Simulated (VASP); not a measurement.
Write the native input for VASP 6.6.1 that does the following.

```yaml
Task: single point
Functional: PBE
Dispersion: D3(BJ)
Potentials_or_basis: VASP PAW PBE potentials, release 64 (S, W_sv)
Cutoff: 400 eV
k_mesh: 9 × 9 × 1, shifted
Occupations: gaussian, width 0.05 eV
Spin: no spin polarisation
Dipole_correction: yes
Further_INCAR_settings: ALGO = Normal; EDIFF = 1e-06; NBANDS = 35; ISYM = -1; NELMDL = -8
```

The structure of WS2 lies in POSCAR:

```
WS2
1.0
    3.1595457497      0.0000000000      0.0000000000
   -1.5797728749      2.7362468836      0.0000000000
    0.0000000000      0.0000000000     23.8042575719
S W
4 2
Direct
    0.3333333333      0.6666666667      0.1890418126
    0.3333333333      0.6666666667      0.3214605103
    0.3333333333      1.0000000000      0.4806757258
    0.3333333333      1.0000000000      0.6130944235
    0.6666666667      0.3333333333      0.2552511581
    0.0000000000      1.3333333333      0.5468850713
```

The input as run:

INCAR

```
SYSTEM = WS2
  PREC = Accurate
  ENCUT = 400
  EDIFF = 1E-6
  ISMEAR = 0
  SIGMA = 0.05
  LREAL = .False.
  LASPH = .True.
  NELM = 120
  ALGO = Normal
  ISIF = 2
  LWAVE = .False.
  LCHARG = .False.
  LDIPOL = .True.
  IDIPOL = 3
  DIPOL = 0.5 0.5 0.401
  GGA = PE
  IVDW = 12
  ISYM = -1
  NBANDS = 35
  GGA_COMPAT = .False.
  NELMDL = -8
```

KPOINTS

```
explicit points
41
Reciprocal
  0.05555556   0.05555556   0.00000000 2
  0.05555556   0.16666667   0.00000000 2
  0.05555556   0.27777778   0.00000000 2
  0.05555556   0.38888889   0.00000000 2
  0.05555556   0.50000000   0.00000000 2
  0.05555556   0.61111111   0.00000000 2
  0.05555556   0.72222222   0.00000000 2
  0.05555556   0.83333333   0.00000000 2
  0.05555556   0.94444444   0.00000000 2
  0.16666667   0.05555556   0.00000000 2
  0.16666667   0.16666667   0.00000000 2
  0.16666667   0.27777778   0.00000000 2
  0.16666667   0.38888889   0.00000000 2
  0.16666667   0.50000000   0.00000000 2
  0.16666667   0.61111111   0.00000000 2
  0.16666667   0.72222222   0.00000000 2
  0.16666667   0.83333333   0.00000000 2
  0.16666667   0.94444444   0.00000000 2
  0.27777778   0.05555556   0.00000000 2
  0.27777778   0.16666667   0.00000000 2
  0.27777778   0.27777778   0.00000000 2
  0.27777778   0.38888889   0.00000000 2
  0.27777778   0.50000000   0.00000000 2
  0.27777778   0.61111111   0.00000000 2
  0.27777778   0.72222222   0.00000000 2
  0.27777778   0.83333333   0.00000000 2
  0.27777778   0.94444444   0.00000000 2
  0.38888889   0.05555556   0.00000000 2
  0.38888889   0.16666667   0.00000000 2
  0.38888889   0.27777778   0.00000000 2
  0.38888889   0.38888889   0.00000000 2
  0.38888889   0.50000000   0.00000000 2
  0.38888889   0.61111111   0.00000000 2
  0.38888889   0.72222222   0.00000000 2
  0.38888889   0.83333333   0.00000000 2
  0.38888889   0.94444444   0.00000000 2
  0.50000000   0.05555556   0.00000000 2
  0.50000000   0.16666667   0.00000000 2
  0.50000000   0.27777778   0.00000000 2
  0.50000000   0.38888889   0.00000000 2
  0.50000000   0.50000000   0.00000000 1
```

Potentials or basis: VASP PAW PBE potentials, release 64 (S, W_sv).

Launch:

```sh
$ cat potpaw_PBE.64/S/POTCAR potpaw_PBE.64/W_sv/POTCAR > POTCAR
$ mpirun -np 1 vasp_std > vasp.out
```

It gave:

The largest force is 0.063 eV/Å and the band gap on the k mesh is 1.84 eV (least direct gap 2.22 eV). The dispersion energy per atom is -0.343 eV.

Caveat: spin-orbit coupling is left out, which moves the levels of the heavy elements.

Run time: 4.2 min on 1 thread of AMD EPYC 9R45 96-Core Processor (Zen 5) (shared host), peak memory 0.35 GiB.
